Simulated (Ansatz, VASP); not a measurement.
# One calculation of MnO, two programs

INCAR

```
SYSTEM = MnO
PREC = Accurate
ENCUT = 520
EDIFF = 1E-8
ISMEAR = -1
SIGMA = 0.05
LREAL = .FALSE.
LASPH = .TRUE.
NELM = 150
ALGO = Normal
ISIF = 2
LWAVE = .FALSE.
LCHARG = .FALSE.
ISPIN = 2
MAGMOM = 4 0
LORBIT = 11
LMAXMIX = 4
GGA = PE
LEFG = .TRUE.
NBANDS = 20
```

Contents of KPOINTS:

```
Automatic mesh
0
G
  13 13 13
  0 0 0
```

POSCAR

```
MnO
1.0
    0.0000000000      2.2197066463      2.2197066463
    2.2197066463      0.0000000000      2.2197066463
    2.2197066463      2.2197066463      0.0000000000
Mn O
1 1
Direct
    0.0000000000      0.0000000000      0.0000000000
    0.5000000000      0.5000000000      0.5000000000
```

Input for Ansatz:

```yaml
crystal:
  lattice:
    - [0.0, 2.2197066463, 2.2197066463]
    - [2.2197066463, 0.0, 2.2197066463]
    - [2.2197066463, 2.2197066463, 0.0]
  atoms:
    - { symbol: Mn, position: [0.0, 0.0, 0.0], spin: 4.0 }
    - { symbol: O, position: [0.5, 0.5, 0.5] }
magnetization:
  spin_polarized: true
kpoints:
  mp_grid: { grid: [13, 13, 13] }
  band_path:
    path:
      - [0.0, 0.0, 0.0]
      - [0.5, 0.0, 0.5]
      - [0.625, 0.25, 0.625]
      - [0.375, 0.375, 0.75]
      - [0.0, 0.0, 0.0]
      - [0.5, 0.5, 0.5]
      - [0.5, 0.25, 0.75]
      - [0.5, 0.0, 0.5]
    npoints: 8
scf:
  occupations: { method: fermi_dirac, width: 0.05 }
hamiltonian:
  xc: pbe
  pseudopotentials: { kind: all_electron, datasets: crystal }
output:
  forces: true
  stress: true
  eigenvalues: true
  efg: { contact_densities: true }
```

Alike in both runs: task electric field gradients; functional PBE; k mesh 13 × 13 × 13; occupations fermi-dirac, width 0.05 eV; collinear spin.

|  | VASP | Ansatz |
| --- | --- | --- |
| version | VASP 6.6.1 | Ansatz 0.2.0 |
| potentials or method | VASP PAW PBE potentials, release 64 (Mn_pv, O), cutoff 520 eV | all-electron PAW with datasets made for the crystal, scalar-relativistic |

VASP gave:

| Quantity | Value |
| --- | --- |
| pressure (GPa) | 0.2 |
| net moment per atom (μB) | 2.37 |
| size of the moment on the site where the two differ most (μB) | 4.31 |

Problem. What did Ansatz give for the same quantities?

Solution. Pressure (GPa): 0.0; net moment per atom (μB): 2.37; size of the moment on the site where the two differ most (μB): 4.03.

Site moments also hang on the region over which each program counts them. Ansatz ran all-electron here, and VASP with PAW potentials.
